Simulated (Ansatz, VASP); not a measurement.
## One calculation of Ta, two programs

INCAR

```
SYSTEM = Ta
PREC = Accurate
ENCUT = 520
EDIFF = 1E-6
ISMEAR = 0
SIGMA = 0.05
LREAL = .False.
LASPH = .True.
NELM = 150
ALGO = Fast
ISIF = 2
LWAVE = .False.
LCHARG = .False.
MAGMOM = 0 0 0
LORBIT = 11
LSORBIT = .True.
GGA_COMPAT = .False.
LORBMOM = .True.
LMAXMIX = 4
GGA = PS
NBANDS = 22
```

The input KPOINTS:

```
regular mesh
0
Gamma
  22 22 22
  0 0 0
```

The input POSCAR:

```
Ta
1.0
   -1.5940229740      1.5940229740      1.5940229740
    1.5940229740     -1.5940229740      1.5940229740
    1.5940229740      1.5940229740     -1.5940229740
Ta
1
Direct
    0.0000000000      0.0000000000      0.0000000000
```

Input for Ansatz:

```yaml
crystal:
  lattice:
    - [-1.594022974, 1.594022974, 1.594022974]
    - [1.594022974, -1.594022974, 1.594022974]
    - [1.594022974, 1.594022974, -1.594022974]
  atoms:
    - { symbol: Ta, position: [0.0, 0.0, 0.0] }
scf:
  occupations: { method: gaussian, width: 0.05 }
output:
  forces: true
  stress: true
  eigenvalues: true
  write_density: true
  write_potential: true
  elf: true
  volumetric_format: npy
hamiltonian:
  xc: pbesol
magnetization:
  noncollinear: true
  spin_orbit: true
basis:
  ecutwfc: 450
kpoints:
  mp_grid: { grid: [22, 22, 22] }
```

Alike in both runs: task single point; functional PBEsol; k mesh 22 × 22 × 22; occupations gaussian, width 0.05 eV; non-collinear spin, spin-orbit coupling.

|  | VASP | Ansatz |
| --- | --- | --- |
| version | VASP 6.6.1 | Ansatz 0.2.0 |
| potentials or method | VASP PAW PBE potentials, release 64 (Ta_pv), cutoff 520 eV | plane waves, PAW |
| valence electrons in the cell | 11 | 13 |

|  | VASP | Ansatz | Ansatz less VASP |
| --- | --- | --- | --- |
| pressure (GPa) | 20.6 | 20.6 | -0.01 |

VASP's potentials were made for PBE, not for PBEsol. VASP's potentials hold 11 valence electrons a cell and Ansatz's 13, so a difference there can come from the potentials and not from the codes.
